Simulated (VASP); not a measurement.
Here is a VASP 6.6.1 calculation.

The input INCAR:

```
PREC = Accurate
ENCUT = 520
EDIFF = 1E-6
ISMEAR = 0
SIGMA = 0.02
LREAL = False
LASPH = True
NELM = 150
ALGO = Normal
ISIF = 2
LWAVE = False
LCHARG = False
LMAXMIX = 4
LDAU = True
LDAUTYPE = 2
LDAUL = 2 -1
LDAUU = 4 0
LDAUJ = 0 0
LDAUPRINT = 1
GGA = PE
NBANDS = 33
```

File KPOINTS:

```
Automatic mesh
0
Gamma
  6 6 10
```

File POSCAR:

```
TiO2
1.0
    4.6874385633      0.0000000000      0.0000000000
    0.0000000000      4.6874385633      0.0000000000
    0.0000000000      0.0000000000      2.9159293191
Ti O
2 4
Direct
    0.5000000000      0.5000000000      0.0000000000
    0.0000000000      0.0000000000      0.5000000000
    0.6949840924      0.6949840924      0.5000000000
    0.8050159076      0.1949840924      0.0000000000
    0.1949840924      0.8050159076      0.0000000000
    0.3050159076      0.3050159076      0.5000000000
```

Potentials or basis: VASP PAW PBE potentials, release 64 (Ti_sv, O).

Launch:

```sh
$ cat potpaw_PBE.64/Ti_sv/POTCAR potpaw_PBE.64/O/POTCAR > POTCAR
$ mpirun -np 1 vasp_std > vasp.out
```

Question: Predict the band gap on the k mesh.

Answer: 2.34 eV (least direct gap 2.36 eV).

Question: What does it give for the largest force?

Answer: 0.202 eV/Å.

Question: What does it give for the pressure?

Answer: 8.3 GPa.

Stress tensor (GPa, compression positive):
```
 3.94  0.00  0.00
 0.00  3.94  0.00
 0.00  0.00 16.88
```

Caveat: the cell differs from its parent crystal (uniaxial strain along c: -3.0 %, then relaxed in part); the stress differs along the axes, from 4 to 17 GPa. A k mesh can miss the band edges.
